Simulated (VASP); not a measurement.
Ge: single point with r2SCAN

The system is Ge.

```
Ge
1.0
     1.35523   -2.52250    0.00000
     1.35523    2.52250    0.00000
     0.00000    0.00000    2.73870
Ge
1
Direct
  0.50000 0.50000 0.00000
```

This cell differs from its parent crystal: strain -0.030 along x and y, +0.015 along z.

```
Program             : VASP 6.6.1
Task                : single point
Functional          : r2SCAN
Potentials or basis : VASP PAW PBE potentials, release 64 (Ge_d)
Cutoff              : 520 eV
k mesh              : 20 × 20 × 18
Occupations         : gaussian, width 0.15 eV
Spin                : no spin polarisation
```

The pressure is 0.1 GPa and the band gap on the k mesh is zero (bands 7 and 8 overlap by 9.45 eV).

Stress tensor (GPa, compression positive):
```
 4.23  0.00  0.00
 0.00  1.84  0.00
 0.00  0.00 -5.63
```

Levels at points of the mesh, in eV from the Fermi level:
```csv
k point,band 3,band 4,band 5,band 6,band 7,band 8,band 9,band 10,band 11,band 12
"(0.00, 0.00, 0.00)",-25.40,-25.28,-25.26,-13.92,6.02,8.58,9.98,10.35,14.05,16.76
"(0.50, 0.00, 0.00)",-25.34,-25.30,-25.27,-7.87,-5.85,4.21,8.49,10.69,16.85,16.93
"(0.50, 0.50, 0.00)",-25.34,-25.28,-25.27,-8.89,-6.10,6.26,9.89,10.30,16.52,16.54
"(0.00, 0.00, 0.50)",-25.34,-25.34,-25.32,-10.27,-6.24,11.42,13.21,17.30,18.40,19.08
"(0.50, 0.00, 0.50)",-25.36,-25.27,-25.19,-3.69,-3.02,-1.55,4.00,7.01,12.57,14.50
"(0.50, 0.50, 0.50)",-25.33,-25.28,-25.21,-4.82,-3.22,-2.29,3.58,9.08,14.63,16.54
```

Run time: 10 min on 1 thread of AMD EPYC 9R45 96-Core Processor (Zen 5), with other jobs on the host, peak memory 0.31 GiB.

Caveat: the cell differs from its parent crystal (strain -0.030 along x and y, +0.015 along z); the stress differs along the axes, from -6 to 4 GPa; the PAW data sets were made with another functional, which shifts forces and pressure a little.
